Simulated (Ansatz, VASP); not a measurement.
One calculation of AlN, two programs

```
Al N
1.0
    -0.05790    2.19252    2.19252
     2.19252   -0.05790    2.19252
     2.19252    2.19252   -0.05790
Al N
1 1
Direct
  0.99844 0.99844 0.99844
  0.25156 0.25156 0.25156
```

Change from the starting cell: epitaxial_111 strain +3.0%.

Alike in both runs: task single point; functional r2SCAN; k mesh 10 × 10 × 10; no spin polarisation.

```csv
,VASP,Ansatz
version,VASP 6.6.1,Ansatz 0.2.0
potentials or method,"VASP PAW PBE potentials, release 64 (Al, N)","plane waves, PAW"
plane-wave cutoff (eV),520,500
occupations,"gaussian, width 0.01 eV",fixed
valence electrons in the cell,8,8
```

VASP gave:

- gap on the k mesh at the Fermi level (eV): 3.67
- pressure (GPa): -9.7
- traceless stress, the component that is largest in VASP (GPa): 4.71

Estimate Ansatz's values.

gap on the k mesh at the Fermi level (eV): 3.68; pressure (GPa): -9.3; traceless stress, the component that is largest in VASP (GPa): 4.66.

VASP's potentials were made for PBE, not for r2SCAN.
